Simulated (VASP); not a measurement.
# Al2Cu (I4/mmm) in VASP: single point with PBE

Aim: the single point of Al2Cu with PBE.

Everything below comes from runs of VASP 6.6.1. Logs are shortened: lines on timing, memory, paths and dates and some standing lists are left out, and cuts for length are marked.

### Step 1. The cell of the first run

It takes space group I4/mmm (No. 139, tetragonal). Conventional cell: a = 2.778 Å, b = 2.778 Å, c = 11.383 Å, α = 90.00°, β = 90.00°, γ = 90.00°. Al (site symmetry 4mm) has 4 Cu at 2.64 Å and 8 Al at 2.78 to 2.92 Å within 3.5 Å. Cu (site symmetry 4/mmm) has 8 Al at 2.64 Å and 4 Cu at 2.78 Å within 3.5 Å.

### Step 2. Single point, PBE

Input file INCAR:

```
ALGO = Fast
EDIFF = 1E-6
ENCUT = 520
GGA = PE
ISIF = 2
ISMEAR = 0
LASPH = True
LCHARG = True
LELF = True
LREAL = False
LVHAR = True
LWAVE = False
NBANDS = 16
NELM = 80
PREC = Accurate
SIGMA = 0.2
```

Input file KPOINTS:

```
k-points
0
Gamma
  9 9 9
```

Input file POSCAR:

```
Al2Cu
1.0
   -1.3890223205      1.3890223205      5.6912588496
    1.3890223205     -1.3890223205      5.6912588496
    1.3890223205      1.3890223205     -5.6912588496
Al Cu
2 1
Direct
    0.6553311661      0.6553311661      0.0000000000
    0.3446688339      0.3446688339      0.0000000000
    0.0000000000      0.0000000000      0.0000000000
```

Potentials or basis: VASP PAW PBE potentials, release 64 (Al, Cu).

Launch:

```
cat potpaw_PBE.64/Al/POTCAR potpaw_PBE.64/Cu/POTCAR > POTCAR
mpirun -np 1 vasp_std > vasp.out
```

OUTCAR:

```text
EDIFF = 1E-6
   ENCUT = 520
   GGA = PE
   ISIF = 2
   ISMEAR = 0
   LASPH = True
   LREAL = False
   NELM = 80
   PREC = Accurate

 ion  position               nearest neighbor table
   1  0.655  0.655  0.000-   3 2.64   3 2.64   3 2.64   3 2.64   2 2.92   2 2.92   2 2.92   2 2.92

   2  0.345  0.345  0.000-   3 2.64   3 2.64   3 2.64   3 2.64   1 2.92   1 2.92   1 2.92   1 2.92

   3  0.000  0.000  0.000-   1 2.64   1 2.64   1 2.64   2 2.64   1 2.64   2 2.64   2 2.64   2 2.64

  LATTYP: Found a body centered tetragonal cell.
 ALAT       =     2.7780446410
 C/A-ratio  =     4.0973127398

  Lattice vectors:

 A1 = (  -1.3890223205,   1.3890223205,   5.6912588496)
 A2 = (   1.3890223205,  -1.3890223205,   5.6912588496)
 A3 = (   1.3890223205,   1.3890223205,  -5.6912588496)

Analysis of symmetry for initial positions (statically):
=====================================================================
 Subroutine PRICEL returns:
 Original cell was already a primitive cell.

 Routine SETGRP: Setting up the symmetry group for a
 body centered tetragonal supercell.

 Subroutine GETGRP returns: Found 16 space group operations
 (whereof 16 operations were pure point group operations)
 out of a pool of 16 trial point group operations.

The static configuration has the point symmetry D_4h.

Analysis of symmetry for dynamics (positions and initial velocities):
=====================================================================
 Subroutine PRICEL returns:
 Original cell was already a primitive cell.

 Routine SETGRP: Setting up the symmetry group for a
 body centered tetragonal supercell.

 Subroutine GETGRP returns: Found 16 space group operations
 (whereof 16 operations were pure point group operations)
 out of a pool of 16 trial point group operations.

The dynamic configuration has the point symmetry D_4h.

 Subroutine INISYM returns: Found 16 space group operations
 (whereof 16 operations are pure point group operations),
 and found     1 'primitive' translations

----------------------------------------------------------------------------------------

                                     Primitive cell

  volume of cell :      43.9225

  direct lattice vectors                    reciprocal lattice vectors
    -1.389022321  1.389022321  5.691258850     0.000000000  0.359965418  0.087854025
     1.389022321 -1.389022321  5.691258850     0.359965418  0.000000000  0.087854025
     1.389022321  1.389022321 -5.691258850     0.359965418  0.359965418  0.000000000

  length of vectors
     6.020730297  6.020730297  6.020730297     0.370531283  0.370531283  0.509067976

  position of ions in fractional coordinates (direct lattice)
     0.655331166  0.655331166  0.000000000
     0.344668834  0.344668834  0.000000000
     0.000000000  0.000000000  0.000000000

  ion indices of the primitive-cell ions
   primitive index   ion index
                 1           1
                 2           2
                 3           3

----------------------------------------------------------------------------------------

 KPOINTS: k-points

Automatic generation of k-mesh.
 Grid dimensions read from file:
 generate k-points for:    9    9    9

 Generating k-lattice:

  Cartesian coordinates                     Fractional coordinates (reciprocal lattice)
     0.000000000  0.039996158  0.009761558     0.111111111  0.000000000  0.000000000
     0.039996158  0.000000000  0.009761558     0.000000000  0.111111111  0.000000000
     0.039996158  0.039996158  0.000000000     0.000000000  0.000000000  0.111111111

  Length of vectors
     0.041170143  0.041170143  0.056563108

  Shift w.r.t. Gamma in fractional coordinates (k-lattice)
     0.000000000  0.000000000  0.000000000

 Subroutine IBZKPT returns following result:
 ===========================================

 Found     75 irreducible k-points:

 Following reciprocal coordinates:
            Coordinates               Weight
  0.000000  0.000000  0.000000      1.000000
  0.111111 -0.000000  0.000000      8.000000
  0.222222 -0.000000  0.000000      8.000000
  0.333333 -0.000000  0.000000      8.000000
  0.444444 -0.000000  0.000000      8.000000
  0.111111  0.111111  0.000000      8.000000
[... 16 lines left out ...]
 -0.333333  0.333333  0.000000      4.000000
  0.444444  0.444444  0.000000      8.000000
 [... further k-points ...]
   k-points           NKPTS =     75   k-points in BZ     NKDIM =     75   number of bands    NBANDS=     16
   number of dos      NEDOS =    301   number of ions     NIONS =      3
   total plane-waves  NPLWV = 110592
   dimension x,y,z NGX =    48 NGY =   48 NGZ =   48
   dimension x,y,z NGXF=    96 NGYF=   96 NGZF=   96
   ions per type =               2   1
   NGX,Y,Z   is equivalent  to a cutoff of  13.25, 13.25, 13.25 a.u.
   NGXF,Y,Z  is equivalent  to a cutoff of  26.51, 26.51, 26.51 a.u.
 SYSTEM =  unknown system
   PREC   = accura    normal or accurate (medium, high low for compatibility)
   ISTART =      0    job   : 0-new  1-cont  2-samecut
   ICHARG =      2    charge: 1-file 2-atom 10-const
   ISPIN  =      1    spin polarized calculation?
   LNONCOLLINEAR =      F non collinear calculations
   LSORBIT =      F    spin-orbit coupling
   LASPH  =      T    aspherical Exc in radial PAW
   ENCUT  =  520.0 eV  38.22 Ry    6.18 a.u.  11.19 11.19 11.19*2*pi/ulx,y,z
   NELM   =     80;   NELMIN=  2; NELMDL= -5     # of ELM steps
   EDIFF  = 0.1E-05   stopping-criterion for ELM
   LREAL  =      F    real-space projection
   EDIFFG = 0.1E-04   stopping-criterion for IOM
   NSW    =      0    number of steps for IOM
   IBRION =     -1    ionic relax: 0-MD 1-quasi-New 2-CG
   NFREE  =      0    steps in history (QN), initial steepest desc. (CG)
   ISIF   =      2    stress and relaxation
   ISYM   =      2    0-nonsym 1-usesym 2-fastsym
   POTIM  = 0.5000    time-step for ionic-motion
   TEBEG  =    0.0;   TEEND  =   0.0 temperature during run
   PSTRESS=    0.0 pullay stress
   NELECT =      17.0000    total number of electrons
   NUPDOWN=      -1.0000    fix difference up-down
   EMIN   =  10.00;   EMAX   =-10.00  energy-range for DOS
   EFERMI =   0.00;   METHOD = LEGACY
   ISMEAR =     0;   SIGMA  =   0.20  broadening in eV -4-tet -1-fermi 0-gaus
   EFERMI_NEDOS =   21; number of points for ismear=-14 and -15
   IALGO  =     68    algorithm
   IMIX   =      4    mixing-type and parameters
     AMIX     =   0.40;   BMIX     =  1.00
     AMIX_MAG =   1.60;   BMIX_MAG =  1.00
  volume/ion in A,a.u.               =      14.64        98.80
  Fermi-wavevector in a.u.,A,eV,Ry     =   1.193060  2.254556 19.366420  1.423392
  Thomas-Fermi vector in A             =   2.329083
   LORBIT       =      0    0 simple, 1 ext, 2 COOP (PROOUT), +10 PAW based schemes
   GGA     = PE    functional components
   LHFCALC =     F    Hartree Fock is set to
   AEXX    =    0.0000 exact exchange contribution
   IVDW    =     0    specifies the selected vdW correction
   LEPSILON=     F    determine dielectric tensor
   LRPA    =     F    only Hartree local field effects (RPA)
 non-spin polarized calculation
 RMM-DIIS sequential band-by-band and
 Gauss-broadening in eV      SIGMA  =   0.20
  energy-cutoff  :      520.00
  volume of cell :       43.92
 maximum number of plane-waves:      1209
 NGX is ok and might be reduce to    48
   NGX = 23   NGY = 23   NGZ = 23

 number of electron      16.9999997 magnetization

 Free energy of the ion-electron system (eV)
  ---------------------------------------------------
  ext. energy  EPLUGINS =         0.00000000
  ---------------------------------------------------
  free energy    TOTEN  =       -11.53133383 eV

  energy without entropy =      -11.51132386  energy(sigma->0) =      -11.52132885

 E-fermi :   8.2471     XC(G=0): -10.9502

 val. band max:        8.2400251574   @ k =  -0.1111   0.2222   0.1111
 cond. band min:       8.2542280197   @ k =   0.4444   0.3333   0.1111
 fundamental gap:      0.0142028623
 Fermi energy:         8.2471117012

 k-point     1 :       0.0000    0.0000    0.0000
  band No.  band energies     occupation
      1      -2.7466      2.00000
      2       1.5670      2.00000
      3       1.8370      2.00000
      4       3.9762      2.00000
      5       4.7710      2.00000
      6       4.8616      2.00000
[... 8 lines left out ...]
     15      16.5836      0.00000
     16      17.5205      0.00000

 k-point     2 :       0.1111   -0.0000    0.0000
  band No.  band energies     occupation
      1      -2.4932      2.00000
      2       1.4433      2.00000
      3       2.3606      2.00000
      4       4.0220      2.00000
      5       4.7765      2.00000
      6       4.8733      2.00000
[... 8 lines left out ...]
     15      17.2510      0.00000
     16      18.9388      0.00000

 k-point     3 :       0.2222   -0.0000    0.0000
  band No.  band energies     occupation
      1      -1.7397      2.00000
      2       1.6407      2.00000
      3       3.2098      2.00000
      4       4.1376      2.00000
      5       4.6683      2.00000
      6       4.9029      2.00000
[... 8 lines left out ...]
     15      18.1243      0.00000
     16      18.2460      0.00000

 k-point     4 :       0.3333   -0.0000    0.0000
  band No.  band energies     occupation
      1      -0.5095      2.00000
      2       2.1995      2.00000
      3       3.7702      2.00000
      4       4.2144      2.00000
      5       4.4983      2.00000
      6       4.8954      2.00000
[... 8 lines left out ...]
     15      19.3571      0.00000
     16      19.4270      0.00000
[... 324 lines left out ...]
 k-point    22 :      -0.4444    0.3333    0.0000
  band No.  band energies     occupation
      1       2.6778      2.00000
      2       3.6188      2.00000
      3       3.8555      2.00000
      4       3.9761      2.00000
      5       4.9270      2.00000
      6       5.1842      2.00000
[... 8 lines left out ...]
     15      15.5794      0.00000
     16      16.2944      0.00000

 k-point    23 :      -0.3333    0.3333    0.0000
  band No.  band energies     occupation
      1       1.3664      2.00000
      2       3.5172      2.00000
      3       3.8656      2.00000
      4       4.0886      2.00000
      5       4.8706      2.00000
      6       4.9082      2.00000
[... 8 lines left out ...]
     15      17.4381      0.00000
     16      17.5312      0.00000

 k-point    24 :       0.4444    0.4444    0.0000
  band No.  band energies     occupation
      1       3.2089      2.00000
      2       3.6427      2.00000
      3       3.9523      2.00000
      4       4.5690      2.00000
      5       5.3999      2.00000
      6       6.1243      2.00000
[... 8 lines left out ...]
     15      13.4255      0.00000
     16      14.1726      0.00000

 [... further k-points ...]
[... 5 lines left out ...]
  --------------------------------------------------------------------------------------
  -------------------------------------------------------------------------------------
  Total       -0.0116214     -0.0116214      0.2069369      0.0000000      0.0000000      0.0000000
  in kB       -0.4239196     -0.4239196      7.5485199      0.0000000      0.0000000      0.0000000
  external PRESSURE =       2.2335602 kB  Pullay stress =       0.0000000 kB

 VOLUME and BASIS-vectors are now :
 -----------------------------------------------------------------------------
  energy-cutoff  :      520.00
  volume of cell :       43.92
      direct lattice vectors                 reciprocal lattice vectors
    -1.389022321  1.389022321  5.691258850     0.000000000  0.359965418  0.087854025
     1.389022321 -1.389022321  5.691258850     0.359965418  0.000000000  0.087854025
     1.389022321  1.389022321 -5.691258850     0.359965418  0.359965418  0.000000000

 POSITION                                       TOTAL-FORCE (eV/Angst)
 -----------------------------------------------------------------------------------
      0.00000      0.00000      7.45932        -0.000000     -0.000000      0.013634
      0.00000      0.00000      3.92320         0.000000      0.000000     -0.013634
      0.00000      0.00000      0.00000         0.000000      0.000000      0.000000
 -----------------------------------------------------------------------------------
    total drift:                                0.000000      0.000000     -0.000000

  FREE ENERGIE OF THE ION-ELECTRON SYSTEM (eV)
  ---------------------------------------------------
  free  energy   TOTEN  =       -11.5313338316 eV

  energy  without entropy=      -11.5113238628  energy(sigma->0) =      -11.52132885
```

Wall time 4 min (1 thread of Intel Xeon Platinum 8259CL at 2.50GHz (Skylake/Cascade Lake), shared host); peak memory 0.33 GiB.

Results:

| Item | Value |
| --- | --- |
| Free energy | -11.5313 eV |
| Pressure | 0.2 GPa |
| Largest force | 0.014 eV/Å |

Forces on the atoms (eV/Å):
```
Al   0.000  0.000  0.014
Al   0.000  0.000 -0.014
Cu   0.000  0.000  0.000
```

Stress tensor (GPa, compression positive):
```
-0.04  0.00  0.00
 0.00 -0.04  0.00
 0.00  0.00  0.75
```

Levels at points of the mesh, in eV from the Fermi level:
```tsv
k point	band 6	band 7	band 8	band 9	band 10	band 11
(0.00, 0.00, 0.00)	-3.39	-3.39	-3.01	6.42	6.87	7.88
```
